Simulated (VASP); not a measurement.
MnO2:

```xyz
3
Lattice="2.8768 0.0000 0.0000 -1.4384 2.4914 0.0000 0.0000 0.0000 5.4465" Properties=species:S:1:pos:R:3 pbc="T T T"
Mn    0.0000    0.0000    0.0000
O     0.0000    1.6609    0.9551
O     1.4384    0.8305    4.4913
```

Base run:

| Item | Value |
| --- | --- |
| Program | VASP 6.6.1 |
| Functional | PBE |
| Potentials or basis | VASP PAW PBE potentials, release 64 (Mn_sv, O) |
| Cutoff | 600 eV |
| k mesh | 14 × 14 × 6 |
| Occupations | gaussian, width 0.05 eV |
| Spin | collinear spin, ferromagnetic start |
| Starting moments | [2.77, 0.0, 0.0] μB |

Its results: band gap on the k mesh 1.01 eV (least direct gap 1.07 eV); pressure -1.1 GPa; net moment 3.00 μB per cell; site moments Mn +2.74; O +0.04 μB; largest force 0.014 eV/Å.

The run is repeated on the same cell with these changes: moments at the start from [2.77, 0.0, 0.0] to [3.0, 0.0, 0.0]; dispersion from none to D4. What comes out?

Band gap on the k mesh 1.01 eV (least direct gap 1.07 eV); pressure -2.9 GPa; net moment 3.00 μB per cell; site moments Mn +2.74; O +0.04 μB; largest force 0.040 eV/Å.

Caveats: a cell with one magnetic atom can't hold antiferromagnetic order, which such compounds often take.

A k mesh can miss the band edges.
